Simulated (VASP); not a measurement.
The system is CdS.

```
Cd S
1.0
     3.84104    0.00000    0.00000
    -1.92052    3.32644    0.00000
     0.00000    0.00000    6.44527
Cd S
2 2
Direct
  0.00000 0.00000 0.00000
  0.00000 0.00000 0.50000
  0.33333 0.66667 0.25000
  0.66667 0.33333 0.75000
```

Base run:

* Program: VASP 6.6.1
* Functional: r2SCAN
* Potentials or basis: VASP PAW PBE potentials, release 64 (Cd, S)
* Cutoff: 520 eV
* k mesh: 6 × 6 × 4
* Occupations: gaussian, width 0.01 eV
* Spin: no spin polarisation

Its results: band gap on the k mesh 1.24 eV; pressure 0.5 GPa.

The run is repeated on the same cell with these changes: functional from r2SCAN to PBE; further incar settings from ALGO = Normal; EDIFF = 1e-06; NBANDS = 26 to ALGO = Normal; EDIFF = 1e-07; NBANDS = 26. What comes out?

Band gap on the k mesh 0.63 eV; pressure 2.2 GPa.

Caveats: the PAW data sets were made with another functional, which shifts forces and pressure a little (at least some runs).

A k mesh can miss the band edges.
